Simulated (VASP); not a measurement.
Here is a VASP 6.6.1 calculation.

Contents of INCAR:

```
SYSTEM = AgCl
ALGO     = Normal         ! electronic algorithm
EDIFF    = 1E-6           ! SCF threshold, eV
ENCUT    = 520            ! plane-wave cutoff, eV
GGA      = PE             ! functional
ISIF     = 2              ! what is computed and relaxed
ISMEAR   = 0              ! smearing method
LASPH    = .True.         ! aspherical terms in the spheres
LCHARG   = .True.         ! write CHGCAR
LELF     = .True.         ! ELF
LREAL    = .False.        ! projectors in reciprocal space
LVHAR    = .True.       
LWAVE    = .False.        ! write WAVECAR
NBANDS   = 16             ! bands
NELM     = 60             ! most SCF steps
PREC     = Accurate       ! precision mode
SIGMA    = 0.05           ! smearing width, eV
```

Contents of KPOINTS:

```
k-points
0
Gamma
  8 8 8
  0 0 0
```

The input POSCAR:

```
AgCl
1.0
    0.0000000000      2.7731500000      2.5512980000
    2.7731500000      0.0000000000      2.5512980000
    2.7731500000      2.7731500000      0.0000000000
Ag Cl
1 1
Direct
    0.5000000000      0.5000000000      0.5000000000
    0.0000000000      0.0000000000      0.0000000000
```

Potentials or basis: VASP PAW PBE potentials, release 64 (Ag, Cl).

Command:

```bash
$ cat potpaw_PBE.64/Ag/POTCAR potpaw_PBE.64/Cl/POTCAR > POTCAR
$ mpirun -np 1 vasp_std > vasp.out
```

**Question.** Estimate the pressure.

**Answer.** 7.5 GPa.

**Question.** Predict the band gap on the k mesh.

**Answer.** 0.71 eV, indirect (least direct gap 3.54 eV).

Stress tensor (GPa, compression positive):
```
 5.84  0.00  0.00
 0.00  5.84  0.00
 0.00  0.00 10.80
```

Caveat: the cell differs from its parent crystal (strain +0.000 along x and y, -0.080 along z). A k mesh can miss the band edges.
